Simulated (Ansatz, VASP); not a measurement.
C: VASP beside Ansatz

File INCAR:

```
PREC = Accurate
ENCUT = 520
EDIFF = 1E-7
ISMEAR = 0
SIGMA = 0.1
LREAL = False
LASPH = True
NELM = 100
ALGO = Normal
ISIF = 2
LWAVE = False
LCHARG = False
LDIPOL = True
IDIPOL = 3
DIPOL = 0.5 0.5 0.335
GGA = PE
IVDW = 12
NBANDS = 16
```

File KPOINTS:

```
regular mesh
0
Gamma
  15 15 1
```

Contents of POSCAR:

```
C
1.0
    2.4657005716      0.0000000000      0.0000000000
   -1.2328502858      2.1353593332      0.0000000000
    0.0000000000      0.0000000000     17.5000000000
C
4
Direct
    0.3333333333      0.6666666667      0.2571428571
    0.6666666667      0.3333333333      0.2571428571
    0.3333333333      0.6666666667      0.4120000000
    0.6666666667      0.3333333333      0.4120000000
```

Input for Ansatz:

```yaml
crystal:
  lattice:
    - [2.4657005716, 0.0, 0.0]
    - [-1.2328502858, 2.1353593332, 0.0]
    - [0.0, 0.0, 17.5]
  atoms:
    - { symbol: C, position: [0.3333333333, 0.6666666667, 0.2571428571] }
    - { symbol: C, position: [0.6666666667, 0.3333333333, 0.2571428571] }
    - { symbol: C, position: [0.3333333333, 0.6666666667, 0.412] }
    - { symbol: C, position: [0.6666666667, 0.3333333333, 0.412] }
basis:
  ecutwfc: 420
kpoints:
  mp_grid: { grid: [15, 15, 1] }
hamiltonian:
  xc: pbe
  pseudopotentials: { kind: paw, azcp: { folder: soft_1 } }
  dispersion: d3bj
scf:
  occupations: { method: gaussian, width: 0.1 }
output:
  forces: true
  eigenvalues: true
efield:
  axis: 3
  dipole_correction: true
  ramp_width: 0.04
```

Alike in both runs: task single point; functional PBE; dispersion D3(BJ); k mesh 15 × 15 × 1; occupations gaussian, width 0.1 eV; no spin polarisation.

|  | VASP | Ansatz |
| --- | --- | --- |
| version | VASP 6.6.1 | Ansatz 0.2.0 |
| potentials or method | VASP PAW PBE potentials, release 64 (C), cutoff 520 eV | scalar-relativistic, plane waves, PAW |
| valence electrons in the cell | 16 | 16 |

Ansatz gave:

```
gap on the k mesh at the Fermi level (eV) : 0.08
least direct gap on the mesh (eV)         : 0.08
rms of the force components (eV/Å)        : 0.420
```

Which values does VASP return?

gap on the k mesh at the Fermi level (eV): 0.08; least direct gap on the mesh (eV): 0.08; rms of the force components (eV/Å): 0.421.

Atom by atom the forces differ by 0.000 eV/Å (rms over components).
